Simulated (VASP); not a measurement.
# Ge (P6_3/mmc) in VASP: further runs, part 3 of 3

VASP 6.6.1. Earlier steps stand in the parts before.

### Step 4. Electric field gradients, PBEsol (volume scaled by 1.02)

Contents of INCAR:

```
  PREC = Accurate
  ENCUT = 520
  EDIFF = 1E-8
  ISMEAR = -1
  SIGMA = 0.05
  LREAL = False
  LASPH = True
  NELM = 80
  ALGO = Normal
  ISIF = 2
  LWAVE = False
  LCHARG = False
  GGA = PS
  LEFG = True
  NBANDS = 36
```

Contents of KPOINTS:

```
regular mesh
0
Gamma
  11 11 6
```

Contents of POSCAR:

```
Ge
1.0
    4.0240606931      0.0000000000      0.0000000000
   -2.0120303466      3.4849387866      0.0000000000
    0.0000000000      0.0000000000      6.6430837134
Ge
4
Direct
    0.6666666667      0.3333333333      0.0629012500
    0.3333333333      0.6666666667      0.5629012500
    0.6666666667      0.3333333333      0.4370987500
    0.3333333333      0.6666666667      0.9370987500
```

Potentials or basis: VASP PAW PBE potentials, release 64 (Ge_d).

Started as:

```sh
$ cat potpaw_PBE.64/Ge_d/POTCAR > POTCAR
$ mpirun -np 1 vasp_std > vasp.out
```

OUTCAR:

```text
PREC = Accurate
   ENCUT = 520
   EDIFF = 1E-8
   ISMEAR = -1
   LREAL = False
   LASPH = True
   NELM = 80
   ISIF = 2
   GGA = PS

 ion  position               nearest neighbor table
   1  0.667  0.333  0.063-   4 2.47   4 2.47   4 2.47   3 2.49
   2  0.333  0.667  0.563-   3 2.47   3 2.47   3 2.47   4 2.49
   3  0.667  0.333  0.437-   2 2.47   2 2.47   2 2.47   1 2.49
   4  0.333  0.667  0.937-   1 2.47   1 2.47   1 2.47   2 2.49

  LATTYP: Found a hexagonal cell.
 ALAT       =     4.0240606931
 C/A-ratio  =     1.6508408347

  Lattice vectors:

 A1 = (   4.0240606931,   0.0000000000,   0.0000000000)
 A2 = (  -2.0120303466,   3.4849387866,   0.0000000000)
 A3 = (   0.0000000000,   0.0000000000,   6.6430837134)

Analysis of symmetry for initial positions (statically):
=====================================================================
 Subroutine PRICEL returns:
 Original cell was already a primitive cell.

 Routine SETGRP: Setting up the symmetry group for a
 hexagonal supercell.

 Subroutine GETGRP returns: Found 24 space group operations
 (whereof 12 operations were pure point group operations)
 out of a pool of 24 trial point group operations.

The static configuration has the point symmetry D_3d.
 The point group associated with its full space group is D_6h.

Analysis of symmetry for dynamics (positions and initial velocities):
=====================================================================
 Subroutine PRICEL returns:
 Original cell was already a primitive cell.

 Routine SETGRP: Setting up the symmetry group for a
 hexagonal supercell.

 Subroutine GETGRP returns: Found 24 space group operations
 (whereof 12 operations were pure point group operations)
 out of a pool of 24 trial point group operations.

The dynamic configuration has the point symmetry D_3d.
 The point group associated with its full space group is D_6h.

 Subroutine INISYM returns: Found 24 space group operations
 (whereof 12 operations are pure point group operations),
 and found     1 'primitive' translations

----------------------------------------------------------------------------------------

                                     Primitive cell

  volume of cell :      93.1600

  direct lattice vectors                    reciprocal lattice vectors
     4.024060693  0.000000000  0.000000000     0.248505198  0.143474543  0.000000000
    -2.012030347  3.484938787  0.000000000     0.000000000  0.286949086  0.000000000
     0.000000000  0.000000000  6.643083713     0.000000000  0.000000000  0.150532500

  length of vectors
     4.024060693  4.024060693  6.643083713     0.286949086  0.286949086  0.150532500

  position of ions in fractional coordinates (direct lattice)
     0.666666667  0.333333333  0.062901250
     0.333333333  0.666666667  0.562901250
     0.666666667  0.333333333  0.437098750
     0.333333333  0.666666667  0.937098750

  ion indices of the primitive-cell ions
   primitive index   ion index
                 1           1
                 2           2
                 3           3
                 4           4

[... 89 lines left out ...]
   IMIX   =      4    mixing-type and parameters
     AMIX     =   0.40;   BMIX     =  1.00
     AMIX_MAG =   1.60;   BMIX_MAG =  1.00
  volume/ion in A,a.u.               =      23.29       157.17
  Fermi-wavevector in a.u.,A,eV,Ry     =   1.381638  2.610918 25.972494  1.908924
  Thomas-Fermi vector in A             =   2.506404
   LORBIT       =      0    0 simple, 1 ext, 2 COOP (PROOUT), +10 PAW based schemes
   GGA     = PS    functional components
   LHFCALC =     F    Hartree Fock is set to
   AEXX    =    0.0000 exact exchange contribution
   IVDW    =     0    specifies the selected vdW correction
   LEPSILON=     F    determine dielectric tensor
   LRPA    =     F    only Hartree local field effects (RPA)
 non-spin polarized calculation
  energy-cutoff  :      520.00
  volume of cell :       93.16
 maximum number of plane-waves:      2539
 NGX is ok and might be reduce to    30
   NGX = 15   NGY = 15   NGZ = 25

 number of electron      56.0000030 magnetization

 Free energy of the ion-electron system (eV)
  ---------------------------------------------------
  ext. energy  EPLUGINS =         0.00000000
  ---------------------------------------------------
  free energy    TOTEN  =       -19.67606079 eV

  energy without entropy =      -19.67483070  energy(sigma->0) =      -19.67544575

 E-fermi :   4.6432     XC(G=0):  -9.9894

 val. band max:        4.5836061108   @ k =   0.0000   0.0000   0.1667
 cond. band min:       4.7565171707   @ k =   0.0000   0.0000   0.0000
 fundamental gap:      0.1729110598
 Fermi energy:         4.6431642140

 k-point     1 :       0.0000    0.0000    0.0000
  band No.  band energies     occupation
      1     -20.1726      2.00000
      2     -20.1726      2.00000
      3     -20.1363      2.00000
      4     -20.1363      2.00000
      5     -20.1360      2.00000
      6     -20.1234      2.00000
[... 925 lines left out ...]
     35      10.7292      0.00000
     36      11.3686      0.00000

 [... further k-points ...]

------------------------ aborting loop because EDIFF is reached ----------------------------------------

  FORCE on cell =-STRESS in cart. coord.  units (eV):
  Direction    XX          YY          ZZ          XY          YZ          ZX
  --------------------------------------------------------------------------------------
  -------------------------------------------------------------------------------------
  Total       -0.7912974     -0.7912974     -0.8609914      0.0000000      0.0000000      0.0000000
  in kB      -13.6088347    -13.6088347    -14.8074411      0.0000000      0.0000000      0.0000000
  external PRESSURE =     -14.0083702 kB  Pullay stress =       0.0000000 kB

 VOLUME and BASIS-vectors are now :
 -----------------------------------------------------------------------------
  energy-cutoff  :      520.00
  volume of cell :       93.16
      direct lattice vectors                 reciprocal lattice vectors
     4.024060693  0.000000000  0.000000000     0.248505198  0.143474543  0.000000000
    -2.012030347  3.484938787  0.000000000     0.000000000  0.286949086  0.000000000
     0.000000000  0.000000000  6.643083713     0.000000000  0.000000000  0.150532500

 POSITION                                       TOTAL-FORCE (eV/Angst)
 -----------------------------------------------------------------------------------
      2.01203      1.16165      0.41786        -0.000000     -0.000000     -0.005914
     -0.00000      2.32329      3.73940         0.000000      0.000000     -0.005914
      2.01203      1.16165      2.90368         0.000000     -0.000000      0.005914
     -0.00000      2.32329      6.22523         0.000000      0.000000      0.005914
 -----------------------------------------------------------------------------------
    total drift:                               -0.000000      0.000000      0.000000

  FREE ENERGIE OF THE ION-ELECTRON SYSTEM (eV)
  ---------------------------------------------------
  free  energy   TOTEN  =       -19.6760607927 eV

  energy  without entropy=      -19.6748307046  energy(sigma->0) =      -19.67544575

 Electric field gradients (V/A^2)
---------------------------------------------------------------------
 ion       V_xx      V_yy      V_zz      V_xy      V_xz      V_yz
---------------------------------------------------------------------
   1      -3.671    -3.677     7.348    -0.005     0.000    -0.000
   2      -3.671    -3.677     7.348    -0.005    -0.000     0.000
   3      -3.671    -3.677     7.348    -0.005    -0.000     0.000
   4      -3.671    -3.677     7.348    -0.005     0.000    -0.000
---------------------------------------------------------------------

 Electric field gradients after diagonalization (V/A^2)
 (convention: |V_zz| > |V_xx| > |V_yy|)
----------------------------------------------------------------------
 ion       V_xx      V_yy      V_zz     asymmetry (V_yy - V_xx)/ V_zz
----------------------------------------------------------------------
   1      -3.679    -3.669     7.348       0.001
   2      -3.679    -3.669     7.348       0.001
   3      -3.679    -3.669     7.348       0.001
   4      -3.679    -3.669     7.348       0.001
----------------------------------------------------------------------

           NMR quadrupolar parameters

 Cq : quadrupolar parameter    Cq=e*Q*V_zz/h
 eta: asymmetry parameters     (V_yy - V_xx)/ V_zz
 Q  : nuclear electric quadrupole moment in mb (millibarn)
----------------------------------------------------------------------
 ion       Cq(MHz)       eta       Q (mb)
----------------------------------------------------------------------
   1       0.018       0.001       1.000
   2       0.018       0.001       1.000
   3       0.018       0.001       1.000
   4       0.018       0.001       1.000
----------------------------------------------------------------------
```

OSZICAR:

```text
N       E                     dE             d eps       ncg     rms          rms(c)
DAV:   1     0.495715476138E+03    0.49572E+03   -0.28194E+04  5304   0.425E+03
DAV:   2     0.667026080472E+02   -0.42901E+03   -0.41817E+03  4608   0.801E+02
DAV:   3    -0.152345938738E+02   -0.81937E+02   -0.80872E+02  5064   0.208E+02
DAV:   4    -0.198639874521E+02   -0.46294E+01   -0.46123E+01  5388   0.571E+01
DAV:   5    -0.199591330699E+02   -0.95146E-01   -0.95116E-01  5168   0.914E+00    0.446E+00
DAV:   6    -0.197667939587E+02    0.19234E+00   -0.97542E-02  5704   0.287E+00    0.253E+00
DAV:   7    -0.196732902447E+02    0.93504E-01   -0.12937E-01  4948   0.269E+00    0.203E-01
DAV:   8    -0.196754813066E+02   -0.21911E-02   -0.15377E-02  5084   0.126E+00    0.104E-01
DAV:   9    -0.196759984995E+02   -0.51719E-03   -0.48537E-04  5376   0.145E-01    0.296E-02
DAV:  10    -0.196760533087E+02   -0.54809E-04   -0.10276E-04  5776   0.123E-01    0.771E-03
DAV:  11    -0.196760602859E+02   -0.69773E-05   -0.11432E-05  5040   0.193E-02    0.301E-03
DAV:  12    -0.196760608542E+02   -0.56829E-06   -0.85866E-07  5832   0.712E-03    0.739E-04
DAV:  13    -0.196760607975E+02    0.56780E-07   -0.70728E-08  4208   0.211E-03    0.221E-04
DAV:  14    -0.196760608111E+02   -0.13664E-07   -0.13666E-08  3860   0.725E-04    0.874E-05
DAV:  15    -0.196760607999E+02    0.11181E-07   -0.13221E-09  2724   0.409E-04    0.423E-05
DAV:  16    -0.196760607927E+02    0.71996E-08   -0.50782E-10  2676   0.300E-04
   1 F= -.19676061E+02 E0= -.19675446E+02  d E =-.123009E-02
```

It took 2.1 min on 1 thread of AMD EPYC 9R45 (Zen 5), shared host; peak memory 0.26 GiB.

Results:

| Property | Result |
| --- | --- |
| Free energy | -19.6761 eV |
| Pressure | -1.4 GPa |
| Largest force | 0.006 eV/Å |
| Band gap on the k mesh | zero (filled and empty bands touch) |

Forces in eV/Å, atoms in the order of the input:
```
Ge   0.000  0.000 -0.006
Ge   0.000  0.000 -0.006
Ge   0.000  0.000  0.006
Ge   0.000  0.000  0.006
```

Levels at points of the mesh, in eV from the Fermi level:
```
           k point  band 25  band 26  band 27  band 28  band 29  band 30  band 31  band 32
(0.00, 0.00, 0.00)    -1.45    -0.22    -0.19    -0.16     0.11     0.11     2.24     2.24
(0.00, 0.00, 0.50)    -0.84    -0.84    -0.84    -0.84     0.57     0.57     3.33     3.33
```

Electric field gradients, principal values (V/Å²):
```tsv
atom	least	middle	greatest (by size)
1 Ge	-3.669	-3.679	7.348
2 Ge	-3.669	-3.679	7.348
3 Ge	-3.669	-3.679	7.348
4 Ge	-3.669	-3.679	7.348
```

Caveat: without QUAD_EFG the Cq values of the log hold for a quadrupole moment of 1 mb, not for the nuclei; the PAW data sets were made with another functional, which shifts forces and pressure a little.
